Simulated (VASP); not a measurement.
# CaB15N16 (a cell with a defect) in VASP: notebook, part 2 of 2

VASP 6.6.1. Earlier steps stand in the parts before.

## 3. Single point, PBE, collinear spin

Input file INCAR:

```
SYSTEM = CaB15N16
PREC = Accurate ; ENCUT = 520
EDIFF = 1E-6 ; ISMEAR = 0
SIGMA = 0.01 ; LREAL = Auto
LASPH = .TRUE. ; NELM = 200
ALGO = Normal ; ISIF = 2
LWAVE = .FALSE. ; LCHARG = .TRUE.
ISPIN = 2 ; MAGMOM = 0 0 0 0 0 0 0.01 0 0 0 0 0 0.01 0 0.01 0.11 0.28 0.06 0.06 0.01 0.04 0.28 0.01 0.01 0.01 0.27 0.06 0.06 0.04 0.06 0.04 0.06
LORBIT = 11 ; NUPDOWN = 2.0
GGA = PE ; LELF = .TRUE.
LVHAR = .TRUE. ; NBANDS = 94
NELECT = 134.0 ; GGA_COMPAT = .FALSE.
ISYM = -1
```

Input file KPOINTS:

```
explicit points
1
Reciprocal
  0.25000000   0.25000000   0.25000000 1
```

Input file POSCAR:

```
CaB15N16
1.0
   -3.6241103844      3.6241103844     -3.6241103844
    3.6241103844      3.6241103844      3.6241103844
    3.6241103844     -3.6241103844     -3.6241103844
B Ca N
15 1 16
Direct
   -0.0102960518     -0.0074609297     -0.0111428991
    0.0008151515      0.2545018728      0.7636046656
    0.0074785685      0.5109555873      0.5016168764
   -0.0108451557      0.7366519646      0.2390861860
    0.2516739063     -0.0008229596      0.7641540503
    0.2516760622      0.5109571760      0.2574419472
    0.2516158035      0.7522437971      0.0039403285
    0.5141373830     -0.0007119151      0.5016056928
    0.5135977810      0.2545208164      0.2509098762
    0.5024699464      0.5053114173      0.0143977573
    0.4958478815      0.7551243561      0.7457886808
    0.7388540772     -0.0074740006      0.2396283576
    0.7492660027      0.2499216798     -0.0007267641
    0.7642963121      0.5052174802      0.7523031125
    0.7540138147      0.7523241911      0.5016205902
    0.2512867184      0.2187507285      0.5016924366
   -0.0719937696     -0.0682741762      0.1779518971
   -0.0032779739      0.2515332036      0.0086972252
    0.0135821371      0.5064184991      0.7565093704
   -0.0005297297      0.7577118072      0.5016291601
    0.2516417642     -0.0013065245      0.0106294545
    0.2516621861      0.2553864889      0.8253563537
    0.2516767014      0.5424719895      0.5016220987
    0.2516301388      0.7576880077      0.2493841397
    0.5038363639      0.0099026916      0.7538353707
    0.5749155462      0.2554055415      0.5015975896
    0.5065845153      0.5064799042      0.2635923489
    0.4896605628      0.7444642140     -0.0054534343
    0.7606440435     -0.0012434320      0.5016206312
    0.7586937098      0.2515289920      0.2467271980
    0.7426291358      0.4896958322     -0.0073975940
    0.7446073432      0.7445108216      0.7396566764
```

Potentials or basis: VASP PAW PBE potentials, release 64 (B, Ca_sv, N).

Launch:

```sh
$ cat potpaw_PBE.64/B/POTCAR potpaw_PBE.64/Ca_sv/POTCAR potpaw_PBE.64/N/POTCAR > POTCAR
$ mpirun -np 1 vasp_std > vasp.out
```

OUTCAR:

```text
SYSTEM = CaB15N16
   PREC = Accurate
   ENCUT = 520
   EDIFF = 1E-6
   ISMEAR = 0
   LREAL = Auto
   LASPH = .TRUE.
   NELM = 200
   ISIF = 2
   ISPIN = 2
   LORBIT = 11
   NUPDOWN = 2.0
   GGA = PE
   NELECT = 134.0
   ISYM = -1

 ion  position               nearest neighbor table
   1  0.990  0.993  0.989-  17 1.49  32 1.55  18 1.57  21 1.59  16 2.64
   2  0.001  0.255  0.764-  22 1.49  18 1.55  19 1.57  29 1.59  16 2.63
   3  0.007  0.511  0.502-  23 1.48  20 1.57  30 1.60  19 1.60
   4  0.989  0.737  0.239-  17 1.52  31 1.55  24 1.59  20 1.59  16 2.48
   5  0.252  0.999  0.764-  22 1.52  21 1.55  25 1.59  20 1.59  16 2.48
   6  0.252  0.511  0.257-  23 1.48  24 1.57  27 1.60  18 1.60
   7  0.252  0.752  0.004-  24 1.53  19 1.53  28 1.53  21 1.53
   8  0.514  0.999  0.502-  26 1.52  29 1.55  24 1.59  25 1.59  16 2.48
   9  0.514  0.255  0.251-  26 1.49  30 1.55  27 1.57  21 1.59  16 2.64
  10  0.502  0.505  0.014-  22 1.49  27 1.55  28 1.57  31 1.59  16 2.64
  11  0.496  0.755  0.746-  23 1.48  25 1.57  32 1.60  28 1.60
  12  0.739  0.993  0.240-  17 1.49  28 1.55  30 1.57  29 1.59  16 2.63
  13  0.749  0.250  0.999-  25 1.53  30 1.53  18 1.53  31 1.53
  14  0.764  0.505  0.752-  26 1.49  19 1.55  32 1.57  31 1.59  16 2.64
  15  0.754  0.752  0.502-  20 1.53  27 1.53  32 1.53  29 1.53
  16  0.251  0.219  0.502-  22 1.97  17 1.97  26 1.97  23 2.03   5 2.48   4 2.48   8 2.48   2 2.63
                            12 2.63  10 2.64   1 2.64  14 2.64   9 2.64
  17  0.928  0.932  0.178-   1 1.49  12 1.49   4 1.52  16 1.97
  18  0.997  0.252  0.009-  13 1.53   2 1.55   1 1.57   6 1.60
  19  0.014  0.506  0.757-   7 1.53  14 1.55   2 1.57   3 1.60
  20  0.999  0.758  0.502-  15 1.53   3 1.57   5 1.59   4 1.59
  21  0.252  0.999  0.011-   7 1.53   5 1.55   1 1.59   9 1.59
  22  0.252  0.255  0.825-  10 1.49   2 1.49   5 1.52  16 1.97
[... 8 lines left out ...]
  31  0.743  0.490  0.993-  13 1.53   4 1.55  10 1.59  14 1.59
  32  0.745  0.745  0.740-  15 1.53   1 1.55  14 1.57  11 1.60

IMPORTANT INFORMATION: All symmetrisations will be switched off!
NOSYMM: (Re-)initialisation of all symmetry stuff for point group C_1.

----------------------------------------------------------------------------------------

                                     Primitive cell

  volume of cell :     190.3988

  direct lattice vectors                    reciprocal lattice vectors
    -3.624110384  3.624110384 -3.624110384     0.000000000  0.137964893 -0.137964893
     3.624110384  3.624110384  3.624110384     0.137964893  0.137964893  0.000000000
     3.624110384 -3.624110384 -3.624110384     0.137964893  0.000000000 -0.137964893

  length of vectors
     6.277143318  6.277143318  6.277143318     0.195111822  0.195111822  0.195111822

  position of ions in fractional coordinates (direct lattice)
     0.989703948  0.992539070  0.988857101
     0.000815151  0.254501873  0.763604666
     0.007478568  0.510955587  0.501616876
     0.989154844  0.736651965  0.239086186
     0.251673906  0.999177040  0.764154050
     0.251676062  0.510957176  0.257441947
[... 24 lines left out ...]
     0.742629136  0.489695832  0.992602406
     0.744607343  0.744510822  0.739656676

  ion indices of the primitive-cell ions
   primitive index   ion index
                 1           1
                 2           2
                 3           3
                 4           4
                 5           5
                 6           6
[... 24 lines left out ...]
                31          31
                32          32

----------------------------------------------------------------------------------------

 KPOINTS: explicit points

Read explicit list of k-points.

[... 39 lines left out ...]
   EFERMI_NEDOS =   21; number of points for ismear=-14 and -15
   IALGO  =     38    algorithm
   IMIX   =      4    mixing-type and parameters
     AMIX     =   0.40;   BMIX     =  1.00
     AMIX_MAG =   1.60;   BMIX_MAG =  1.00
  volume/ion in A,a.u.               =       5.95        40.15
  Fermi-wavevector in a.u.,A,eV,Ry     =   1.456202  2.751823 28.851492  2.120525
  Thomas-Fermi vector in A             =   2.573148
   LORBIT       =     11    0 simple, 1 ext, 2 COOP (PROOUT), +10 PAW based schemes
   GGA     = PE    functional components
   LHFCALC =     F    Hartree Fock is set to
   AEXX    =    0.0000 exact exchange contribution
   IVDW    =     0    specifies the selected vdW correction
   LEPSILON=     F    determine dielectric tensor
   LRPA    =     F    only Hartree local field effects (RPA)
 spin polarized calculation
 Gauss-broadening in eV      SIGMA  =   0.01
  energy-cutoff  :      520.00
  volume of cell :      190.40
 maximum number of plane-waves:      5072
 NGX is ok and might be reduce to    48
   NGX = 23   NGY = 23   NGZ = 23

 number of electron     134.0000001 magnetization       1.9999993

 Free energy of the ion-electron system (eV)
  ---------------------------------------------------
  ext. energy  EPLUGINS =         0.00000000
  ---------------------------------------------------
  free energy    TOTEN  =      -270.62902674 eV

  energy without entropy =     -270.62902674  energy(sigma->0) =     -270.62902674

 E-fermi :   8.0068     XC(G=0): -12.8937

 val. band max:        7.8676315426   @ k =   0.2500   0.2500   0.2500
 cond. band min:       8.2408419755   @ k =   0.2500   0.2500   0.2500
 fundamental gap:      0.3732104328
 Fermi energy:         7.8264257190

 spin component 1

 k-point     1 :       0.2500    0.2500    0.2500
  band No.  band energies     occupation
      1     -29.9905      1.00000
      2     -12.7903      1.00000
      3     -12.7837      1.00000
      4     -12.1425      1.00000
      5     -10.9328      1.00000
      6     -10.9314      1.00000
[... 71 lines left out ...]
     78      15.1143      0.00000
     79      15.3048      0.00000
 Fermi energy:         8.0068383680

 spin component 2

 k-point     1 :       0.2500    0.2500    0.2500
  band No.  band energies     occupation
      1     -29.8375      1.00000
      2     -12.5212      1.00000
      3     -12.5163      1.00000
      4     -12.0617      1.00000
      5     -10.8121      1.00000
      6     -10.8110      1.00000
[... 71 lines left out ...]
     78      15.1993      0.00000
     79      15.3619      0.00000
 [bands above 79 left out]

------------------------ aborting loop because EDIFF is reached ----------------------------------------

  FORCE on cell =-STRESS in cart. coord.  units (eV):
  Direction    XX          YY          ZZ          XY          YZ          ZX
  --------------------------------------------------------------------------------------
  -------------------------------------------------------------------------------------
  Total       24.4680817     24.4557764     24.4651410     -2.7220015     -2.7086560     -2.8119624
  in kB      205.8952187    205.7916712    205.8704729    -22.9052322    -22.7929318    -23.6622396
  external PRESSURE =     205.8524543 kB  Pullay stress =       0.0000000 kB

 VOLUME and BASIS-vectors are now :
 -----------------------------------------------------------------------------
  energy-cutoff  :      520.00
  volume of cell :      190.40
      direct lattice vectors                 reciprocal lattice vectors
    -3.624110384  3.624110384 -3.624110384     0.000000000  0.137964893 -0.137964893
     3.624110384  3.624110384  3.624110384     0.137964893  0.137964893  0.000000000
     3.624110384 -3.624110384 -3.624110384     0.137964893  0.000000000 -0.137964893

 POSITION                                       TOTAL-FORCE (eV/Angst)
 -----------------------------------------------------------------------------------
      3.59400      3.60014     -3.57345        -0.008329      0.019715      0.000980
      3.68678     -1.84209     -1.84800         0.001945     -0.006951      0.020886
      3.64257      0.06095      0.00674         0.010194     -0.028842      0.010006
     -0.04862      5.38804     -1.78157        -0.006097     -0.008060     -0.012901
      5.47841      1.76384     -0.06034        -0.013072     -0.010882     -0.010155
      1.87266      1.83087      0.00667        -0.025462      0.007434      0.008604
[... 24 lines left out ...]
      2.68064      0.86878     -4.51396        -0.000069      0.001033      0.012101
      2.68025      2.71613     -2.68095         0.003645     -0.008865      0.001925
 -----------------------------------------------------------------------------------
    total drift:                               -0.005093     -0.005402     -0.005512

  FREE ENERGIE OF THE ION-ELECTRON SYSTEM (eV)
  ---------------------------------------------------
  free  energy   TOTEN  =      -270.6290267355 eV

  energy  without entropy=     -270.6290267355  energy(sigma->0) =     -270.62902674

 total charge

# of ion       s       p       d       tot
------------------------------------------
    1        0.679   1.396   0.000   2.074
    2        0.679   1.395   0.000   2.074
    3        0.673   1.371   0.000   2.044
    4        0.674   1.374   0.000   2.048
    5        0.674   1.374   0.000   2.048
    6        0.673   1.371   0.000   2.044
[... 24 lines left out ...]
   31        1.216   2.746   0.000   3.961
   32        1.218   2.744   0.000   3.962
--------------------------------------------------
tot         31.905  71.003   0.757 103.666

 magnetization (x)

# of ion       s       p       d       tot
------------------------------------------
    1       -0.001  -0.006   0.000  -0.007
    2       -0.001  -0.006   0.000  -0.007
    3        0.000  -0.001   0.000  -0.001
    4       -0.002  -0.006   0.000  -0.008
    5       -0.002  -0.006   0.000  -0.008
    6        0.000  -0.001   0.000  -0.001
[... 24 lines left out ...]
   31        0.003   0.045   0.000   0.048
   32        0.003   0.057   0.000   0.060
--------------------------------------------------
tot          0.058   1.450   0.146   1.655
```

Run time: 73 s. Hardware: 1 thread of Intel Xeon 6975P-C (Granite Rapids), shared host; peak memory 0.4 GiB.

What came out:

* Free energy: -270.6290 eV
* Largest force: 0.104 eV/Å
* Net moment: 2.00 μB per cell
* Site moments: B -0.01, -0.00, +0.02 (each value once); Ca +0.19; N +0.31, +0.06, +0.01, +0.05 (each value once) μB
* Valence electrons inside the program's atomic spheres: B 2.07, 2.04, 2.05, 2.14, 2.08 (each value once); Ca 8.83; N 4.02, 3.96, 4.09 (each value once)

Forces on the atoms (eV/Å):
```
B   -0.008  0.020  0.001
B    0.002 -0.007  0.021
B    0.010 -0.029  0.010
B   -0.006 -0.008 -0.013
B   -0.013 -0.011 -0.010
B   -0.025  0.007  0.009
B    0.003 -0.001 -0.001
B   -0.009 -0.022 -0.010
B   -0.010  0.001  0.030
B    0.001  0.019 -0.008
B    0.010  0.009 -0.026
B    0.022 -0.009  0.001
B   -0.001 -0.002 -0.003
B    0.031  0.002 -0.011
B   -0.001 -0.001 -0.002
Ca   0.003  0.018  0.007
N   -0.051 -0.053  0.054
N    0.001  0.008 -0.009
N   -0.010 -0.001  0.009
N   -0.005  0.012 -0.002
N    0.012  0.003  0.001
N    0.053 -0.050 -0.048
N    0.040  0.046  0.044
N    0.014 -0.007 -0.009
N   -0.008 -0.003  0.014
N   -0.059  0.060 -0.061
N    0.002 -0.010  0.005
N   -0.011  0.007  0.001
N    0.001  0.011  0.001
N    0.008  0.000 -0.007
N    0.000  0.001  0.012
N    0.004 -0.009  0.002
```

Caveat: the cell carries a net charge on a neutralising background, which shifts energy and pressure; the cell is charged against a uniform background, so pressure and absolute levels hang on convention; the total moment is fixed, so each spin has its own Fermi level and the state may be an excited one.
